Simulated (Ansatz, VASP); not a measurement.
# Al2H: VASP beside Ansatz

```
CELL_PARAMETERS angstrom
-2.80288 2.80528 2.43772
2.80550 -2.80598 2.44117
5.58680 5.58981 0.00245
ATOMIC_POSITIONS crystal
Al 0.30844 0.85406 0.44092
Al 0.81260 0.35837 0.94094
Al 0.02427 0.14165 0.22745
Al 0.52470 0.64223 0.72755
Al 0.37350 0.79755 0.09515
Al 0.86893 0.29289 0.59519
Al 0.67790 0.48631 0.28816
Al 0.18065 0.98900 0.78802
H 0.05049 0.12751 0.98416
H 0.54052 0.61754 0.48414
H 0.57309 0.60070 0.96423
H 0.06490 0.09220 0.46408
```

Change from the starting cell: cell x2, atoms moved at random (sigma 0.15 Å) and cell strained at random (1.5 %), then relaxed without symmetry.

Alike in both runs: functional PBE; k mesh 6 × 6 × 4; occupations gaussian, width 0.2 eV; no spin polarisation.

Ansatz relaxed the structure, and its values are those at the end. VASP's run is a single point on that final structure, the one shown.

|  | VASP | Ansatz |
| --- | --- | --- |
| version | VASP 6.6.1 | Ansatz 0.2.0 |
| potentials or method | VASP PAW PBE potentials, release 64 (Al, H), cutoff 520 eV | scalar-relativistic, plane waves, PAW |
| valence electrons in the cell | 28 | 28 |

|  | VASP | Ansatz | Ansatz less VASP |
| --- | --- | --- | --- |
| gap on the k mesh at the Fermi level (eV) | none | none | - |
| pressure (GPa) | 0.0 | 0.1 | +0.08 |
| rms of the force components (eV/Å) | 0.004 | 0.004 | +0.0002 |

A gap of «none» marks a metal or a gap that the smearing closes.
